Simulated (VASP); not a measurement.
# B2As (C2/m) in VASP: notebook

Runs on B2As. Level: PBE. Tasks: single point, relaxation of cell and atoms.

Program: VASP 6.6.1. These are calculated values, not measurements. Logs are shortened: lines on timing, memory, paths and dates and some standing lists are left out, and cuts for length are marked.

## 1. The cell of the first run

It takes space group C2/m (No. 12, monoclinic). The conventional cell has a = 5.232 Å, b = 2.948 Å, c = 3.649 Å, α = 90.00°, β = 91.70°, γ = 90.00°. B (site symmetry m) has 3 As at 2.05 to 2.08 Å and 3 B at 2.10 to 2.37 Å within 2.7 Å. As (site symmetry 2/m) has 6 B at 2.05 to 2.08 Å within 2.7 Å.

The cell was built from a structure type or drawn by symmetry, and may not be a known phase.

## 2. Single point, PBE

INCAR reads:

```
  PREC = Accurate
  ENCUT = 520
  EDIFF = 1E-6
  ISMEAR = 0
  SIGMA = 0.1
  LREAL = False
  LASPH = True
  NELM = 60
  ALGO = Normal
  ISIF = 2
  LWAVE = False
  LCHARG = False
  GGA = PE
  NBANDS = 12
```

KPOINTS reads:

```
Automatic mesh
0
Gamma
  6 6 6
```

POSCAR reads:

```
B2As
1.0
    2.6159744300     -1.4740219300      0.0000000000
    2.6159744300      1.4740219300      0.0000000000
   -0.1084369300      0.0000000000      3.6473196700
B As
2 1
Direct
    0.3176870000      0.3176870000      0.6840320200
    0.6823130000      0.6823130000      0.3159679800
    0.0000000000      0.0000000000      0.0000000000
```

Potentials or basis: VASP PAW PBE potentials, release 64 (B, As).

The run is started by

```console
$ cat potpaw_PBE.64/B/POTCAR potpaw_PBE.64/As/POTCAR > POTCAR
$ mpirun -np 1 vasp_std > vasp.out
```

OUTCAR:

```text
PREC = Accurate
   ENCUT = 520
   EDIFF = 1E-6
   ISMEAR = 0
   LREAL = False
   LASPH = True
   NELM = 60
   ISIF = 2
   GGA = PE

 ion  position               nearest neighbor table
   1  0.318  0.318  0.684-   3 2.05   3 2.08   3 2.08   2 2.10   2 2.10
   2  0.682  0.682  0.316-   3 2.05   3 2.08   3 2.08   1 2.10   1 2.10
   3  0.000  0.000  0.000-   1 2.05   2 2.05   2 2.08   2 2.08   1 2.08   1 2.08

  LATTYP: Found a base centered monoclinic cell.
 ALAT       =     5.2319488600
 B/A-ratio  =     0.5634695481
 C/A-ratio  =     0.6974325166
 COS(beta)  =    -0.0297174494

  Lattice vectors:

 A1 = (   2.6159744300,  -1.4740219300,   0.0000000000)
 A2 = (   2.6159744300,   1.4740219300,   0.0000000000)
 A3 = (  -0.1084369300,   0.0000000000,   3.6473196700)

Analysis of symmetry for initial positions (statically):
=====================================================================
 Subroutine PRICEL returns:
 Original cell was already a primitive cell.

 Routine SETGRP: Setting up the symmetry group for a
 base centered monoclinic supercell.

 Subroutine GETGRP returns: Found  4 space group operations
 (whereof  4 operations were pure point group operations)
 out of a pool of  4 trial point group operations.

The static configuration has the point symmetry C_2h.

Analysis of symmetry for dynamics (positions and initial velocities):
=====================================================================
 Subroutine PRICEL returns:
 Original cell was already a primitive cell.

 Routine SETGRP: Setting up the symmetry group for a
 base centered monoclinic supercell.

 Subroutine GETGRP returns: Found  4 space group operations
 (whereof  4 operations were pure point group operations)
 out of a pool of  4 trial point group operations.

The dynamic configuration has the point symmetry C_2h.

 Subroutine INISYM returns: Found  4 space group operations
 (whereof  4 operations are pure point group operations),
 and found     1 'primitive' translations

----------------------------------------------------------------------------------------

                                     Primitive cell

  volume of cell :      28.1282

  direct lattice vectors                    reciprocal lattice vectors
     2.615974430 -1.474021930  0.000000000     0.191133367 -0.339207979  0.005682506
     2.615974430  1.474021930  0.000000000     0.191133367  0.339207979  0.005682506
    -0.108436930  0.000000000  3.647319670     0.000000000  0.000000000  0.274173939

  length of vectors
     3.002675951  3.002675951  3.648931260     0.389392229  0.389392229  0.274173939

  position of ions in fractional coordinates (direct lattice)
     0.317687000  0.317687000  0.684032020
     0.682313000  0.682313000  0.315967980
     0.000000000  0.000000000  0.000000000

  ion indices of the primitive-cell ions
   primitive index   ion index
                 1           1
                 2           2
                 3           3

----------------------------------------------------------------------------------------

 KPOINTS: Automatic mesh

Automatic generation of k-mesh.
 Grid dimensions read from file:
 generate k-points for:    6    6    6

 Generating k-lattice:

  Cartesian coordinates                     Fractional coordinates (reciprocal lattice)
     0.031855561 -0.056534663  0.000947084     0.166666667 -0.000000000  0.000000000
     0.031855561  0.056534663  0.000947084    -0.000000000  0.166666667  0.000000000
     0.000000000  0.000000000  0.045695656     0.000000000  0.000000000  0.166666667

  Length of vectors
     0.064898705  0.064898705  0.045695656

  Shift w.r.t. Gamma in fractional coordinates (k-lattice)
     0.000000000  0.000000000  0.000000000

 Subroutine IBZKPT returns following result:
 ===========================================

 Found     68 irreducible k-points:

 Following reciprocal coordinates:
            Coordinates               Weight
  0.000000  0.000000  0.000000      1.000000
  0.166667  0.000000  0.000000      4.000000
  0.333333  0.000000  0.000000      4.000000
  0.500000  0.000000  0.000000      2.000000
  0.166667  0.166667  0.000000      2.000000
  0.333333  0.166667  0.000000      4.000000
[... 16 lines left out ...]
 -0.333333  0.166667  0.166667      4.000000
 -0.166667  0.166667  0.166667      4.000000
 [... further k-points ...]
   k-points           NKPTS =     68   k-points in BZ     NKDIM =     68   number of bands    NBANDS=     12
   number of dos      NEDOS =    301   number of ions     NIONS =      3
   total plane-waves  NPLWV =  16128
   dimension x,y,z NGX =    24 NGY =   24 NGZ =   28
   dimension x,y,z NGXF=    48 NGYF=   48 NGZF=   56
   ions per type =               2   1
   NGX,Y,Z   is equivalent  to a cutoff of  13.29, 13.29, 12.76 a.u.
   NGXF,Y,Z  is equivalent  to a cutoff of  26.58, 26.58, 25.51 a.u.
 SYSTEM =  unknown system
   PREC   = accura    normal or accurate (medium, high low for compatibility)
   ISTART =      0    job   : 0-new  1-cont  2-samecut
   ICHARG =      2    charge: 1-file 2-atom 10-const
   ISPIN  =      1    spin polarized calculation?
   LNONCOLLINEAR =      F non collinear calculations
   LSORBIT =      F    spin-orbit coupling
   LASPH  =      T    aspherical Exc in radial PAW
   ENCUT  =  520.0 eV  38.22 Ry    6.18 a.u.   5.58  5.58  6.78*2*pi/ulx,y,z
   NELM   =     60;   NELMIN=  2; NELMDL= -5     # of ELM steps
   EDIFF  = 0.1E-05   stopping-criterion for ELM
   LREAL  =      F    real-space projection
   EDIFFG = 0.1E-04   stopping-criterion for IOM
   NSW    =      0    number of steps for IOM
   IBRION =     -1    ionic relax: 0-MD 1-quasi-New 2-CG
   NFREE  =      0    steps in history (QN), initial steepest desc. (CG)
   ISIF   =      2    stress and relaxation
   ISYM   =      2    0-nonsym 1-usesym 2-fastsym
   POTIM  = 0.5000    time-step for ionic-motion
   TEBEG  =    0.0;   TEEND  =   0.0 temperature during run
   PSTRESS=    0.0 pullay stress
   NELECT =      11.0000    total number of electrons
   NUPDOWN=      -1.0000    fix difference up-down
   EMIN   =  10.00;   EMAX   =-10.00  energy-range for DOS
   EFERMI =   0.00;   METHOD = LEGACY
   ISMEAR =     0;   SIGMA  =   0.10  broadening in eV -4-tet -1-fermi 0-gaus
   EFERMI_NEDOS =   21; number of points for ismear=-14 and -15
   IALGO  =     38    algorithm
   IMIX   =      4    mixing-type and parameters
     AMIX     =   0.40;   BMIX     =  1.00
     AMIX_MAG =   1.60;   BMIX_MAG =  1.00
  volume/ion in A,a.u.               =       9.38        63.27
  Fermi-wavevector in a.u.,A,eV,Ry     =   1.197178  2.262338 19.500340  1.433235
  Thomas-Fermi vector in A             =   2.333099
   LORBIT       =      0    0 simple, 1 ext, 2 COOP (PROOUT), +10 PAW based schemes
   GGA     = PE    functional components
   LHFCALC =     F    Hartree Fock is set to
   AEXX    =    0.0000 exact exchange contribution
   IVDW    =     0    specifies the selected vdW correction
   LEPSILON=     F    determine dielectric tensor
   LRPA    =     F    only Hartree local field effects (RPA)
 non-spin polarized calculation
 Gauss-broadening in eV      SIGMA  =   0.10
  energy-cutoff  :      520.00
  volume of cell :       28.13
 maximum number of plane-waves:       778
 NGX is ok and might be reduce to    24
   NGX = 11   NGY = 11   NGZ = 13

 number of electron      11.0000000 magnetization

 Free energy of the ion-electron system (eV)
  ---------------------------------------------------
  ext. energy  EPLUGINS =         0.00000000
  ---------------------------------------------------
  free energy    TOTEN  =       -13.98980232 eV

  energy without entropy =      -13.98447592  energy(sigma->0) =      -13.98713912

 E-fermi :   8.5925     XC(G=0): -12.0882

 val. band max:        8.5484188905   @ k =   0.0000   0.0000   0.0000
 cond. band min:       8.5947776587   @ k =   0.3333   0.3333   0.0000
 fundamental gap:      0.0463587683
 Fermi energy:         8.5925196291

 k-point     1 :       0.0000    0.0000    0.0000
  band No.  band energies     occupation
      1      -9.0108      2.00000
      2       1.6188      2.00000
      3       2.2761      2.00000
      4       8.5484      1.46716
      5       9.3665      0.00000
      6       9.8352      0.00000
      7      10.0649      0.00000
      8      15.4552      0.00000
      9      16.3350      0.00000
     10      17.1413      0.00000
     11      18.1724      0.00000
     12      19.0403      0.00000

 k-point     2 :       0.1667    0.0000    0.0000
  band No.  band energies     occupation
      1      -8.4366      2.00000
      2       2.1072      2.00000
      3       2.8008      2.00000
      4       5.1886      2.00000
      5       6.8087      2.00000
      6       9.5926      0.00000
      7      12.1374      0.00000
      8      15.1095      0.00000
      9      16.1749      0.00000
     10      17.1732      0.00000
     11      18.5731      0.00000
     12      19.2447      0.00000

 k-point     3 :       0.3333    0.0000    0.0000
  band No.  band energies     occupation
      1      -6.7430      2.00000
      2       0.4162      2.00000
      3       3.4844      2.00000
      4       4.4132      2.00000
      5       5.1398      2.00000
      6       8.1453      2.00000
      7      10.8556      0.00000
      8      13.0548      0.00000
      9      13.8603      0.00000
     10      16.8709      0.00000
     11      18.3787      0.00000
     12      19.4738      0.00000

 k-point     4 :       0.5000    0.0000    0.0000
  band No.  band energies     occupation
      1      -4.6845      2.00000
      2      -2.7074      2.00000
      3       4.4311      2.00000
      4       4.7785      2.00000
      5       6.8275      2.00000
      6       7.2160      2.00000
      7       7.3028      2.00000
      8      12.1984      0.00000
      9      13.3888      0.00000
     10      16.7019      0.00000
     11      18.2650      0.00000
     12      18.8056      0.00000

 k-point     5 :       0.1667    0.1667    0.0000
  band No.  band energies     occupation
      1      -8.4554      2.00000
      2       2.0656      2.00000
      3       2.7563      2.00000
      4       4.7994      2.00000
      5       7.1043      2.00000
      6      10.1519      0.00000
      7      12.2461      0.00000
      8      14.2729      0.00000
      9      16.8083      0.00000
     10      17.6080      0.00000
     11      18.2850      0.00000
     12      19.1590      0.00000
[... 228 lines left out ...]
      1      -7.1005      2.00000
      2       0.5168      2.00000
      3       2.5729      2.00000
      4       3.7618      2.00000
      5       6.4714      2.00000
      6      10.0232      0.00000
      7      10.8496      0.00000
      8      13.1664      0.00000
      9      15.4561      0.00000
     10      16.9661      0.00000
     11      18.5566      0.00000
     12      20.1139      0.00000

 k-point    22 :       0.5000    0.1667    0.1667
  band No.  band energies     occupation
      1      -4.9472      2.00000
      2      -0.9831      2.00000
      3       1.7928      2.00000
      4       2.7708      2.00000
      5       6.4344      2.00000
      6       7.7828      2.00000
      7      10.8902      0.00000
      8      11.4840      0.00000
      9      14.8638      0.00000
     10      16.4326      0.00000
     11      19.1602      0.00000
     12      21.9130      0.00000

 k-point    23 :      -0.3333    0.1667    0.1667
  band No.  band energies     occupation
      1      -4.9166      2.00000
      2      -0.9581      2.00000
      3       2.0023      2.00000
      4       2.9309      2.00000
      5       5.4006      2.00000
      6       8.8944      0.00002
      7       9.6450      0.00000
      8      12.8187      0.00000
      9      14.7816      0.00000
     10      15.4557      0.00000
     11      19.0853      0.00000
     12      21.3113      0.00000

 k-point    24 :      -0.1667    0.1667    0.1667
  band No.  band energies     occupation
      1      -7.0703      2.00000
      2       0.7582      2.00000
      3       2.9717      2.00000
      4       3.4950      2.00000
      5       6.3936      2.00000
      6       9.7352      0.00000
      7      10.4138      0.00000
      8      12.6683      0.00000
      9      15.9818      0.00000
     10      16.5857      0.00000
     11      18.9646      0.00000
     12      19.8463      0.00000

 [... further k-points ...]

------------------------ aborting loop because EDIFF is reached ----------------------------------------

  FORCE on cell =-STRESS in cart. coord.  units (eV):
  Direction    XX          YY          ZZ          XY          YZ          ZX
  --------------------------------------------------------------------------------------
  -------------------------------------------------------------------------------------
  Total        6.3198137      4.6798134      3.4938479      0.0000000      0.0000000     -0.6675556
  in kB      359.9760380    266.5617621    199.0092738      0.0000000      0.0000000    -38.0239106
  external PRESSURE =     275.1823580 kB  Pullay stress =       0.0000000 kB

 VOLUME and BASIS-vectors are now :
 -----------------------------------------------------------------------------
  energy-cutoff  :      520.00
  volume of cell :       28.13
      direct lattice vectors                 reciprocal lattice vectors
     2.615974430 -1.474021930  0.000000000     0.191133367 -0.339207979  0.005682506
     2.615974430  1.474021930  0.000000000     0.191133367  0.339207979  0.005682506
    -0.108436930  0.000000000  3.647319670     0.000000000  0.000000000  0.274173939

 POSITION                                       TOTAL-FORCE (eV/Angst)
 -----------------------------------------------------------------------------------
      1.58795      0.00000      2.49488        -0.455174      0.000000     -3.472829
      3.53556      0.00000      1.15244         0.455174      0.000000      3.472829
      0.00000      0.00000      0.00000        -0.000000      0.000000      0.000000
 -----------------------------------------------------------------------------------
    total drift:                               -0.000000      0.000000      0.000000

  FREE ENERGIE OF THE ION-ELECTRON SYSTEM (eV)
  ---------------------------------------------------
  free  energy   TOTEN  =       -13.9898023158 eV

  energy  without entropy=      -13.9844759197  energy(sigma->0) =      -13.98713912
```

Wall time 32 s (1 thread of Intel Xeon 8259CL, shared host); peak memory 0.15 GiB.

What came out:

- Free energy: -13.9898 eV
- Pressure: 27.5 GPa
- Largest force: 3.503 eV/Å
- Band gap on the k mesh: zero (an odd number of electrons rules out a gap without spin polarisation)

Forces in eV/Å, atoms in the order of the input:
```
B   -0.455  0.000 -3.473
B    0.455  0.000  3.473
As   0.000  0.000  0.000
```

Caveat: the k points lie up to 0.41 Å⁻¹ apart, too coarse for converged energies and pressures of a metal; forces of over 1 eV/Å act on the atoms, so gaps and moduli don't describe the material at rest.

(Continued in part 2 of 2.)
